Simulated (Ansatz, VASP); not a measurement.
TaC: VASP beside Ansatz

```
Ta C
1.0
     0.00000    2.22700    2.22700
     2.22700    0.00000    2.22700
     2.22700    2.22700    0.00000
Ta C
1 1
Direct
  0.00000 0.00000 0.00000
  0.50000 0.50000 0.50000
```

Alike in both runs: task relaxation of cell and atoms; functional PBE; dispersion D3(BJ); k mesh 16 × 16 × 16; occupations gaussian, width 0.1 eV; no spin polarisation.

```csv
,VASP,Ansatz
version,VASP 6.6.1,Ansatz 0.2.0
potentials or method,"VASP PAW PBE potentials, release 64 (Ta_pv, C), cutoff 600 eV","scalar-relativistic, plane waves, PAW"
valence electrons in the cell,15,17
```

|  | VASP | Ansatz | Ansatz less VASP |
| --- | --- | --- | --- |
| gap on the k mesh at the Fermi level, each at its own relaxed structure (eV) | none | none | - |
| relaxed volume (Å³/atom) | 10.99 | 10.97 | -0.019 |
| relaxed cell length with the largest relative difference (Å) | 3.145 | 3.143 | -0.0019 |

A gap of «none» marks a metal or a gap that the smearing closes. VASP's potentials hold 15 valence electrons a cell and Ansatz's 17, so a difference there can come from the potentials and not from the codes.

Spin-orbit coupling is off throughout.
